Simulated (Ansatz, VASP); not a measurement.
# Ag: VASP and Ansatz over several settings

```
CELL_PARAMETERS angstrom
2.91033 0.00000 0.00000
-1.45517 2.52042 0.00000
0.00000 0.00000 4.75785
ATOMIC_POSITIONS crystal
Ag 0.66667 0.33333 0.75000
Ag 0.33333 0.66667 0.25000
```

Single points on this cell with VASP 6.6.1 and Ansatz 0.2.0. Each row is one pair of runs. Alike in all rows: spin: off; smearing: fermi-dirac, width 0.05 eV.

```csv
level,k mesh,"VASP's potentials, cutoff","Ansatz's potentials, cutoff","gap on the k mesh at the Fermi level (eV), VASP","gap on the k mesh at the Fermi level (eV), Ansatz","pressure (GPa), VASP","pressure (GPa), Ansatz"
LDA,10 × 10 × 6,"VASP PAW LDA potentials, release 64 (Ag), 520 eV","Ansatz PAW, 420 eV",none,none,-8.8,-8.9
r2SCAN,10 × 10 × 6,"VASP PAW PBE potentials, release 64 (Ag), 520 eV","Ansatz PAW, 500 eV",none,none,-0.4,-0.5
PBE-based screened hybrid,5 × 5 × 3,"VASP PAW PBE potentials, release 64 (Ag), 520 eV","Ansatz PAW, 420 eV",none,none,1.1,1.1
```

Pressure (GPa): the two programs differ by at most 0.14.

VASP's potentials hold 22 valence electrons a cell and Ansatz's 38, so a difference there can come from the potentials and not from the codes.

A gap of «none» marks a metal or a gap that the smearing closes.

The k mesh is coarse in some rows, so the values compare programs but aren't converged.
